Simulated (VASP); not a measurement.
# Co (P6_3/mmc) in VASP: notebook, part 2 of 2

VASP 6.6.1.

## Step 3: Single point, PBEsol, collinear spin, ferromagnetic start

This run uses another cell than the first one, of 9.40 Å³/atom.

INCAR

```
SYSTEM = Co
PREC = Accurate ; ENCUT = 520
EDIFF = 1E-7 ; ISMEAR = -1
SIGMA = 0.05 ; LREAL = .False.
LASPH = .True. ; NELM = 150
ALGO = Normal ; ISIF = 2
LWAVE = .False. ; LCHARG = .True.
ISPIN = 2 ; MAGMOM = 2 2
LORBIT = 11 ; LMAXMIX = 4
GGA = PS ; LELF = .True.
LVHAR = .True. ; NBANDS = 20
```

KPOINTS

```
Automatic mesh
0
Gamma
  12 12 7
  0 0 0
```

POSCAR

```
Co
1.0
    2.3778256237      0.0000000000      0.0000000000
   -1.1889128119      2.0592573959      0.0000000000
    0.0000000000      0.0000000000      3.8411388535
Co
2
Direct
    0.6666666667      0.3333333333      0.7500000000
    0.3333333333      0.6666666667      0.2500000000
```

Potentials or basis: VASP PAW PBE potentials, release 64 (Co).

Run with:

```sh
$ cat potpaw_PBE.64/Co/POTCAR > POTCAR
$ mpirun -np 1 vasp_std > vasp.out
```

OUTCAR:

```text
SYSTEM = Co
   PREC = Accurate
   ENCUT = 520
   EDIFF = 1E-7
   ISMEAR = -1
   LREAL = .False.
   LASPH = .True.
   NELM = 150
   ISIF = 2
   ISPIN = 2
   LORBIT = 11
   GGA = PS

 ion  position               nearest neighbor table
   1  0.667  0.333  0.750-   2 2.36   2 2.36   2 2.36   2 2.36   2 2.36   2 2.36
   2  0.333  0.667  0.250-   1 2.36   1 2.36   1 2.36   1 2.36   1 2.36   1 2.36

  LATTYP: Found a hexagonal cell.
 ALAT       =     2.3778256237
 C/A-ratio  =     1.6153997228

  Lattice vectors:

 A1 = (   2.3778256237,   0.0000000000,   0.0000000000)
 A2 = (  -1.1889128119,   2.0592573959,   0.0000000000)
 A3 = (   0.0000000000,   0.0000000000,   3.8411388535)

Analysis of symmetry for initial positions (statically):
=====================================================================
 Subroutine PRICEL returns:
 Original cell was already a primitive cell.

 Routine SETGRP: Setting up the symmetry group for a
 hexagonal supercell.

 Subroutine GETGRP returns: Found 24 space group operations
 (whereof 12 operations were pure point group operations)
 out of a pool of 24 trial point group operations.

The static configuration has the point symmetry D_3d.
 The point group associated with its full space group is D_6h.

Analysis of symmetry for dynamics (positions and initial velocities):
=====================================================================
 Subroutine PRICEL returns:
 Original cell was already a primitive cell.

 Routine SETGRP: Setting up the symmetry group for a
 hexagonal supercell.

 Subroutine GETGRP returns: Found 24 space group operations
 (whereof 12 operations were pure point group operations)
 out of a pool of 24 trial point group operations.

The dynamic configuration has the point symmetry D_3d.
 The point group associated with its full space group is D_6h.

Analysis of structural, dynamic, and magnetic symmetry:
=====================================================================
 Subroutine PRICEL returns:
 Original cell was already a primitive cell.

 Routine SETGRP: Setting up the symmetry group for a
 hexagonal supercell.

 Subroutine GETGRP returns: Found 24 space group operations
 (whereof 12 operations were pure point group operations)
 out of a pool of 24 trial point group operations.

The overall configuration has the point symmetry D_3d.
 The point group associated with its full space group is D_6h.

 Subroutine INISYM returns: Found 24 space group operations
 (whereof 12 operations are pure point group operations),
 and found     1 'primitive' translations

----------------------------------------------------------------------------------------

                                     Primitive cell

  volume of cell :      18.8083

  direct lattice vectors                    reciprocal lattice vectors
     2.377825624  0.000000000  0.000000000     0.420552285  0.242805975  0.000000000
    -1.188912812  2.059257396  0.000000000     0.000000000  0.485611950  0.000000000
     0.000000000  0.000000000  3.841138853     0.000000000  0.000000000  0.260339456

  length of vectors
     2.377825624  2.377825624  3.841138853     0.485611950  0.485611950  0.260339456

  position of ions in fractional coordinates (direct lattice)
     0.666666667  0.333333333  0.750000000
     0.333333333  0.666666667  0.250000000
[... 64 lines left out ...]
   ions per type =               2
   NGX,Y,Z   is equivalent  to a cutoff of  12.58, 12.58, 12.98 a.u.
   NGXF,Y,Z  is equivalent  to a cutoff of  25.17, 25.17, 25.97 a.u.
 SYSTEM =  Co
   PREC   = accura    normal or accurate (medium, high low for compatibility)
   ISTART =      0    job   : 0-new  1-cont  2-samecut
   ICHARG =      2    charge: 1-file 2-atom 10-const
   ISPIN  =      2    spin polarized calculation?
   LNONCOLLINEAR =      F non collinear calculations
   LSORBIT =      F    spin-orbit coupling
   LASPH  =      T    aspherical Exc in radial PAW
   ENCUT  =  520.0 eV  38.22 Ry    6.18 a.u.   4.42  4.42  7.14*2*pi/ulx,y,z
   NELM   =    150;   NELMIN=  2; NELMDL= -5     # of ELM steps
   EDIFF  = 0.1E-06   stopping-criterion for ELM
   LREAL  =      F    real-space projection
   EDIFFG = 0.1E-05   stopping-criterion for IOM
   NSW    =      0    number of steps for IOM
   IBRION =     -1    ionic relax: 0-MD 1-quasi-New 2-CG
   NFREE  =      0    steps in history (QN), initial steepest desc. (CG)
   ISIF   =      2    stress and relaxation
   ISYM   =      2    0-nonsym 1-usesym 2-fastsym
   POTIM  = 0.5000    time-step for ionic-motion
   TEBEG  =    0.0;   TEEND  =   0.0 temperature during run
   PSTRESS=    0.0 pullay stress
   NELECT =      18.0000    total number of electrons
   NUPDOWN=      -1.0000    fix difference up-down
   EMIN   =  10.00;   EMAX   =-10.00  energy-range for DOS
   EFERMI =   0.00;   METHOD = LEGACY
   ISMEAR =    -1;   SIGMA  =   0.05  broadening in eV -4-tet -1-fermi 0-gaus
   EFERMI_NEDOS =   21; number of points for ismear=-14 and -15
   IALGO  =     38    algorithm
   IMIX   =      4    mixing-type and parameters
     AMIX     =   0.40;   BMIX     =  1.00
     AMIX_MAG =   1.60;   BMIX_MAG =  1.00
  volume/ion in A,a.u.               =       9.40        63.46
  Fermi-wavevector in a.u.,A,eV,Ry     =   1.613301  3.048697 35.412437  2.602741
  Thomas-Fermi vector in A             =   2.708393
   LORBIT       =     11    0 simple, 1 ext, 2 COOP (PROOUT), +10 PAW based schemes
   GGA     = PS    functional components
   LHFCALC =     F    Hartree Fock is set to
   AEXX    =    0.0000 exact exchange contribution
   IVDW    =     0    specifies the selected vdW correction
   LEPSILON=     F    determine dielectric tensor
   LRPA    =     F    only Hartree local field effects (RPA)
 spin polarized calculation
  energy-cutoff  :      520.00
  volume of cell :       18.81
 maximum number of plane-waves:       537
 NGX is ok and might be reduce to    18
   NGX =  9   NGY =  9   NGZ = 15

 number of electron      18.0000018 magnetization       2.9666100

 Free energy of the ion-electron system (eV)
  ---------------------------------------------------
  ext. energy  EPLUGINS =         0.00000000
  ---------------------------------------------------
  free energy    TOTEN  =       -15.32884556 eV

  energy without entropy =      -15.31715135  energy(sigma->0) =      -15.32299845

 E-fermi :  12.2317     XC(G=0): -14.4472

 val. band max:       12.2234812550   @ k =   0.2500  -0.0000   0.1429
 cond. band min:      12.2673155118   @ k =   0.3333   0.0833   0.4286
 fundamental gap:      0.0438342568
 Fermi energy:        12.2317043988

 spin component 1

 k-point     1 :       0.0000    0.0000    0.0000
  band No.  band energies     occupation
      1       2.4048      1.00000
      2       6.3733      1.00000
      3       9.4468      1.00000
      4       9.4671      1.00000
      5       9.4671      1.00000
      6       9.8697      1.00000
[... 541 lines left out ...]
     19      38.0142      0.00000
     20      39.5470      0.00000

 [... further k-points ...]

 spin component 2

 k-point     1 :       0.0000    0.0000    0.0000
  band No.  band energies     occupation
      1       2.4956      1.00000
      2       7.2649      1.00000
      3      10.9444      1.00000
      4      10.9494      1.00000
      5      10.9494      1.00000
      6      11.4055      1.00000
[... 541 lines left out ...]
     19      38.5041      0.00000
     20      39.9258      0.00000

 [... further k-points ...]
[... 5 lines left out ...]
  --------------------------------------------------------------------------------------
  -------------------------------------------------------------------------------------
  Total        3.3482817      3.3482817      3.3418909     -0.0000000      0.0000000      0.0000000
  in kB      285.2212826    285.2212826    284.6768819     -0.0000000      0.0000000      0.0000000
  external PRESSURE =     285.0398157 kB  Pullay stress =       0.0000000 kB

 VOLUME and BASIS-vectors are now :
 -----------------------------------------------------------------------------
  energy-cutoff  :      520.00
  volume of cell :       18.81
      direct lattice vectors                 reciprocal lattice vectors
     2.377825624  0.000000000  0.000000000     0.420552285  0.242805975  0.000000000
    -1.188912812  2.059257396  0.000000000     0.000000000  0.485611950  0.000000000
     0.000000000  0.000000000  3.841138853     0.000000000  0.000000000  0.260339456

 POSITION                                       TOTAL-FORCE (eV/Angst)
 -----------------------------------------------------------------------------------
      1.18891      0.68642      2.88085        -0.000000      0.000000      0.000000
     -0.00000      1.37284      0.96028         0.000000      0.000000      0.000000
 -----------------------------------------------------------------------------------
    total drift:                                0.000000     -0.000000     -0.000000

  FREE ENERGIE OF THE ION-ELECTRON SYSTEM (eV)
  ---------------------------------------------------
  free  energy   TOTEN  =       -15.3288455608 eV

  energy  without entropy=      -15.3171513486  energy(sigma->0) =      -15.32299845

 total charge

# of ion       s       p       d       tot
------------------------------------------
    1        0.554   0.663   7.375   8.593
    2        0.554   0.663   7.375   8.593
--------------------------------------------------
tot          1.108   1.326  14.751  17.185

 magnetization (x)

# of ion       s       p       d       tot
------------------------------------------
    1       -0.016  -0.050   1.538   1.473
    2       -0.016  -0.050   1.538   1.473
--------------------------------------------------
tot         -0.031  -0.100   3.076   2.945
```

OSZICAR:

```text
N       E                     dE             d eps       ncg     rms          rms(c)
DAV:   1     0.837884026500E+02    0.83788E+02   -0.82008E+03  6536   0.129E+03
DAV:   2    -0.128445856468E+02   -0.96633E+02   -0.86249E+02  6204   0.222E+02
DAV:   3    -0.175727982404E+02   -0.47282E+01   -0.45686E+01  6840   0.584E+01
DAV:   4    -0.176409643383E+02   -0.68166E-01   -0.68122E-01  7488   0.622E+00
DAV:   5    -0.176428614308E+02   -0.18971E-02   -0.18970E-02  7060   0.976E-01    0.188E+01
DAV:   6    -0.156192186644E+02    0.20236E+01   -0.63222E+00  6980   0.547E+01    0.588E+00
DAV:   7    -0.153786453992E+02    0.24057E+00   -0.79242E-01  7516   0.172E+01    0.418E+00
DAV:   8    -0.153451660595E+02    0.33479E-01   -0.13575E-02  9116   0.130E+00    0.210E+00
DAV:   9    -0.153289599487E+02    0.16206E-01   -0.15934E-03 10576   0.758E-01    0.493E-01
DAV:  10    -0.153289051069E+02    0.54842E-04   -0.47950E-04  8436   0.298E-01    0.113E-01
DAV:  11    -0.153288437547E+02    0.61352E-04   -0.17580E-05  9504   0.580E-02    0.275E-02
DAV:  12    -0.153288458410E+02   -0.20864E-05   -0.52155E-06  6764   0.220E-02    0.157E-02
DAV:  13    -0.153288460391E+02   -0.19809E-06   -0.77645E-07  9396   0.959E-03    0.409E-03
DAV:  14    -0.153288457503E+02    0.28882E-06   -0.75993E-08  5040   0.277E-03    0.133E-03
DAV:  15    -0.153288454792E+02    0.27115E-06   -0.16968E-08  3232   0.162E-03    0.142E-03
DAV:  16    -0.153288455608E+02   -0.81673E-07   -0.32417E-09  3136   0.928E-04
   1 F= -.15328846E+02 E0= -.15322998E+02  d E =-.116942E-01  mag=     2.9666
```

stdout:

```text
POSCAR found type information on POSCAR Co
 POSCAR found :  1 types and       2 ions
 scaLAPACK will be used
 -----------------------------------------------------------------------------
|                                                                             |
|                                                                             |
|     You enforced a specific xc type in the INCAR file but a different       |
|     I HOPE YOU KNOW WHAT YOU ARE DOING!                                     |
|                                                                             |
 -----------------------------------------------------------------------------

 LDA part: xc-table for (Slater+PW92), standard interpolation
 POSCAR, INCAR and KPOINTS ok, starting setup
 FFT: planning ... GRIDC
 FFT: planning ... GRID_SOFT
 FFT: planning ... GRID
 WAVECAR not read
 entering main loop
```

Wall time 1.7 min (1 thread of Intel Xeon 8259CL, shared host); peak memory 0.16 GiB.

Results:

```yaml
Free_energy: -15.3288 eV
Pressure: 28.5 GPa
Net_moment: 2.97 μB per cell
Site_moments: Co +1.47 μB
Valence_electrons_inside_the_program's_atomic_spheres: Co 8.59
```

Levels at points of the mesh, in eV from the Fermi level:
Spin up:
```
           k point  band 6  band 7  band 8  band 9  band 10  band 11  band 12  band 13  band 14  band 15
(0.00, 0.00, 0.00)   -2.36   -2.36   -1.92   -1.92    -0.54    -0.54    -0.17     7.76    23.11    26.68
(0.50, 0.00, 0.00)   -2.67   -2.26   -0.37   -0.24    -0.18     1.78     4.12    10.89    11.72    14.14
```
Spin down:
```csv
k point,band 3,band 4,band 5,band 6,band 7,band 8,band 9,band 10,band 11,band 12
"(0.00, 0.00, 0.00)",-1.29,-1.28,-1.28,-0.83,-0.83,-0.31,-0.31,-0.11,1.19,1.19
"(0.50, 0.00, 0.00)",-4.03,-2.13,-1.47,-1.32,-0.82,1.35,1.52,1.55,2.99,5.07
```

Caveat: the cell stands under pressure; the PAW data sets were made with another functional, which shifts forces and pressure a little.

## Step 4: Single point, PBEsol, collinear spin, ferromagnetic start

This run uses another cell than the first one, of 9.66 Å³/atom.

INCAR

```
ALGO     = Normal         # electronic algorithm
EDIFF    = 1E-6           # SCF threshold, eV
ENCUT    = 520            # plane-wave cutoff, eV
GGA      = PS             # functional
ISIF     = 2              # what is computed and relaxed
ISMEAR   = -1             # smearing method
ISPIN    = 2              # spin polarisation
LASPH    = True           # aspherical terms in the spheres
LCHARG   = False          # write CHGCAR
LMAXMIX  = 4              # l up to which the mixer works
LORBIT   = 11             # projections on sites
LREAL    = False          # projectors in reciprocal space
LWAVE    = False          # write WAVECAR
MAGMOM   = 2 2            # initial moments
NBANDS   = 20             # bands
NELM     = 150            # most SCF steps
PREC     = Accurate       # precision mode
SIGMA    = 0.05           # smearing width, eV
```

KPOINTS

```
k-points
0
Gamma
  12 12 7
```

POSCAR

```
Co
1.0
    2.3995880953      0.0000000000      0.0000000000
   -1.1997940476      2.0781042491      0.0000000000
    0.0000000000      0.0000000000      3.8756398896
Co
2
Direct
    0.6666666667      0.3333333333      0.7500000000
    0.3333333333      0.6666666667      0.2500000000
```

Run with:

```sh
$ cat potpaw_PBE.64/Co/POTCAR > POTCAR
$ mpirun -np 1 vasp_std > vasp.out
```

Run time: 90 s. Hardware: 1 thread of Intel Xeon 8259CL, shared host; peak memory 0.17 GiB.

It converged, with:

```
Free energy                                           : -15.4047 eV
Pressure                                              : 18.7 GPa
Net moment                                            : 2.98 μB per cell
Site moments                                          : Co +1.49 μB
Valence electrons inside the program's atomic spheres : Co 8.53
```

Levels at points of the mesh, in eV from the Fermi level:
Spin up:
| k point | band 8 | band 9 | band 10 | band 11 | band 12 | band 13 |
| --- | --- | --- | --- | --- | --- | --- |
| (0.00, 0.00, 0.00) | -1.91 | -1.91 | -0.58 | -0.58 | -0.16 | 7.48 |
| (0.50, 0.00, 0.00) | -0.43 | -0.30 | -0.25 | 1.68 | 3.95 | 10.64 |
Spin down:
```csv
k point,band 4,band 5,band 6,band 7,band 8,band 9,band 10,band 11
"(0.00, 0.00, 0.00)",-1.22,-1.22,-0.79,-0.79,-0.29,-0.29,-0.11,1.15
"(0.50, 0.00, 0.00)",-2.08,-1.41,-1.27,-0.78,1.30,1.47,1.50,2.89
```

Caveat: the cell stands under pressure; the PAW data sets were made with another functional, which shifts forces and pressure a little.

## Step 5: Overview

| fixed moment (μB) | cell | k mesh | gap on the mesh (eV) | pressure (GPa) | moment (μB) |
| --- | --- | --- | --- | --- | --- |
| 8.0 | a = 2.472, b = 2.472, c = 4.021 Å, angles 90.0, 90.0, 120.0°, 2 atoms | 10 × 10 × 6 | - | 108.8 | 8.00 |
| - | a = 2.378, b = 2.378, c = 3.841 Å, angles 90.0, 90.0, 120.0°, 2 atoms | 12 × 12 × 7 | none | 28.5 | 2.97 |
| - | a = 2.400, b = 2.400, c = 3.876 Å, angles 90.0, 90.0, 120.0°, 2 atoms | 12 × 12 × 7 | none | 18.7 | 2.98 |

Alike in all rows: task single point; level PBEsol; potentials or basis VASP PAW PBE potentials, release 64 (Co); spin collinear, ferromagnetic start; cutoff (eV) 520; smearing fermi-dirac 0.05 eV.

Caveats: the cell stands under pressure; the PAW data sets were made with another functional, which shifts forces and pressure a little; the total moment is fixed, so each spin has its own Fermi level (at least some runs).

Absolute energies hang on the potentials; compare differences alone.
